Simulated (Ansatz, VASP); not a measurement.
Two plane-wave programs on I

```xyz
5
Lattice="3.0468 -4.4488 0.0000 3.0468 4.4488 0.0000 0.0000 0.0000 8.8151" Properties=species:S:1:pos:R:3 pbc="T T T"
I     1.5234   -2.2244    2.7003
I     1.5234    2.2244    6.1148
I     1.5234    2.2244    2.7003
I     1.5234   -2.2244    6.1148
I     0.0000    0.0000    0.0000
```

Alike in both runs: functional PBE; k mesh 8 × 8 × 4; occupations gaussian, width 0.1 eV; no spin polarisation.

Ansatz relaxed the structure, and its values are those at the end. VASP's run is a single point on that final structure, the one shown.

|  | VASP | Ansatz |
| --- | --- | --- |
| version | VASP 6.6.1 | Ansatz 0.2.0 |
| potentials or method | VASP PAW PBE potentials, release 64 (I), cutoff 520 eV | scalar-relativistic, plane waves, PAW |
| valence electrons in the cell | 35 | 85 |

```csv
,VASP,Ansatz,Ansatz less VASP
gap on the k mesh at the Fermi level (eV),none,none,-
pressure (GPa),0.0,0.0,+0.03
```

A gap of «none» marks a metal or a gap that the smearing closes. VASP's potentials hold 35 valence electrons a cell and Ansatz's 85, so a difference there can come from the potentials and not from the codes.

Neither program's run includes spin-orbit coupling.
